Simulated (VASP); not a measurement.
A run of VASP 6.6.1:

The input INCAR:

```
PREC     = Accurate       # precision mode
ENCUT    = 520            # plane-wave cutoff, eV
EDIFF    = 1E-6           # SCF threshold, eV
ISMEAR   = -1             # smearing method
SIGMA    = 0.1            # smearing width, eV
LREAL    = F              # projectors in reciprocal space
LASPH    = T              # aspherical terms in the spheres
NELM     = 60             # most SCF steps
ALGO     = Normal         # electronic algorithm
ISIF     = 2              # what is computed and relaxed
LWAVE    = F              # write WAVECAR
LCHARG   = F              # write CHGCAR
GGA      = PE             # functional
NBANDS   = 9              # bands
```

KPOINTS

```
Automatic mesh
0
Gamma
  19 19 10
```

Contents of POSCAR:

```
Mg
1.0
    3.3183274905      0.0000000000      0.0000000000
   -1.6591637452      2.8737559049      0.0000000000
    0.0000000000      0.0000000000      5.3876743122
Mg
2
Direct
    0.3333333333      0.6666666667      0.2500000000
    0.6666666667      0.3333333333      0.7500000000
```

Potentials or basis: VASP PAW PBE potentials, release 64 (Mg).

Launch:

```bash
$ cat potpaw_PBE.64/Mg/POTCAR > POTCAR
$ mpirun -np 1 vasp_std > vasp.out
```

Hardware: 1 thread of Intel Xeon 8259CL, on a shared host.

Question: Estimate the wall time of this run.

Answer: Run time: 98 s on 1 thread of Intel Xeon 8259CL (shared host), peak memory 0.25 GiB. Counts: scf iterations 10, k points 240.
